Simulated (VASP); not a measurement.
Here is a VASP 6.6.1 calculation.

File INCAR:

```
ALGO = Normal ; EDIFF = 1E-6
EDIFFG = -0.02 ; ENCUT = 600
GGA = PE ; IBRION = 2
ISIF = 3 ; ISMEAR = -1
LASPH = True ; LCHARG = False
LREAL = False ; LWAVE = False
NELM = 100 ; NSW = 60
PREC = Accurate ; SIGMA = 0.05
```

KPOINTS

```
k-points
0
Gamma
  7 7 7
```

The input POSCAR:

```
Ta
1.0
   -1.6512800000      1.6512800000      1.6512800000
    1.6512800000     -1.6512800000      1.6512800000
    1.6512800000      1.6512800000     -1.6512800000
Ta
1
Direct
    0.0000000000      0.0000000000      0.0000000000
```

Potentials or basis: VASP PAW PBE potentials, release 64 (Ta_pv).

Command:

```sh
$ cat potpaw_PBE.64/Ta_pv/POTCAR > POTCAR
$ mpirun -np 1 vasp_std > vasp.out
```

**Question.** Estimate the space group after relaxing (to 0.05 Å).

**Answer.** Im-3m (No. 229).

**Question.** Predict the relaxed cell.

**Answer.** a = 2.877 Å, b = 2.877 Å, c = 2.877 Å, α = 109.47°, β = 109.47°, γ = 109.47°.

Final structure:
```cif
data_structure
_symmetry_space_group_name_H-M 'P 1'
_symmetry_Int_Tables_number 1
_cell_length_a 2.8775
_cell_length_b 2.8775
_cell_length_c 2.8775
_cell_angle_alpha 109.471
_cell_angle_beta 109.471
_cell_angle_gamma 109.471
_cell_volume 18.34
loop_
_atom_site_label
_atom_site_type_symbol
_atom_site_fract_x
_atom_site_fract_y
_atom_site_fract_z
_atom_site_occupancy
Ta1 Ta 0.00000 0.00000 0.00000 1
```

Caveat: the k points lie up to 0.38 Å⁻¹ apart in the final cell. PBE usually gives volumes a little too large and moduli too small.
